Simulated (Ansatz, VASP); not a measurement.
# Two plane-wave programs on AlRu

```
CELL_PARAMETERS angstrom
2.99160 0.00000 0.00000
0.00000 2.99160 0.00000
0.00000 0.00000 2.99160
ATOMIC_POSITIONS crystal
Al 0.98746 0.00000 0.00000
Ru 0.50000 0.50000 0.50000
```

Change from the starting cell: all Al atoms moved +0.037 Å, as atom 1 towards its neighbour atom 1 (Al) at 2.992 Å.

Alike in both runs: task single point; functional PBEsol; k mesh 16 × 16 × 16; occupations gaussian, width 0.15 eV; no spin polarisation.

```csv
,VASP,Ansatz
version,VASP 6.6.1,Ansatz 0.2.0
potentials or method,"VASP PAW PBE potentials, release 64 (Al, Ru_pv), cutoff 520 eV","scalar-relativistic, plane waves, PAW"
valence electrons in the cell,17,19
```

|  | VASP | Ansatz | Ansatz less VASP |
| --- | --- | --- | --- |
| gap on the k mesh at the Fermi level (eV) | none | none | - |
| pressure (GPa) | -3.2 | -3.1 | +0.04 |
| traceless stress, the component that is largest in VASP (GPa) | -0.07 | -0.07 | +0.002 |
| rms of the force components (eV/Å) | 0.166 | 0.165 | -0.0016 |

VASP's potentials were made for PBE, not for PBEsol. Atom by atom the forces differ by 0.002 eV/Å (rms over components). A gap of «none» marks a metal or a gap that the smearing closes. With one functional, cell and mesh, what is left measures potentials, basis and numerics. VASP's potentials hold 17 valence electrons a cell and Ansatz's 19, so a difference there can come from the potentials and not from the codes.
